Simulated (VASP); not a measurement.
The system is PbF2.

```
Pb F
1.0
     0.00000    2.94564    2.94564
     2.94564    0.00000    2.94564
     2.94564    2.94564    0.00000
Pb F
1 2
Direct
  0.00000 0.00000 0.00000
  0.25000 0.25000 0.25000
  0.75000 0.75000 0.75000
```

This cell differs from its parent crystal: strain -0.5%.

Base run:

| Item | Value |
| --- | --- |
| Program | VASP 6.6.1 |
| Functional | PBE |
| Potentials or basis | VASP PAW PBE potentials, release 64 (Pb_d, F) |
| Cutoff | 520 eV |
| k mesh | 8 × 8 × 8 |
| Occupations | fermi-dirac, width 0.02 eV |
| Spin | no spin polarisation |

Its results: band gap on the k mesh 4.41 eV, indirect (least direct gap 4.56 eV); pressure 4.0 GPa.

Question: The run is repeated on the same cell with these changes: functional from PBE to r2SCAN; occupations from fermi-dirac, width 0.02 eV to gaussian, width 0.01 eV. What comes out?

Answer: Band gap on the k mesh 4.93 eV, indirect (least direct gap 5.07 eV); pressure 1.1 GPa.

Caveats: spin-orbit coupling is left out, which moves the levels of the heavy elements; the PAW data sets were made with another functional, which shifts forces and pressure a little (some runs).

A k mesh can miss the band edges.
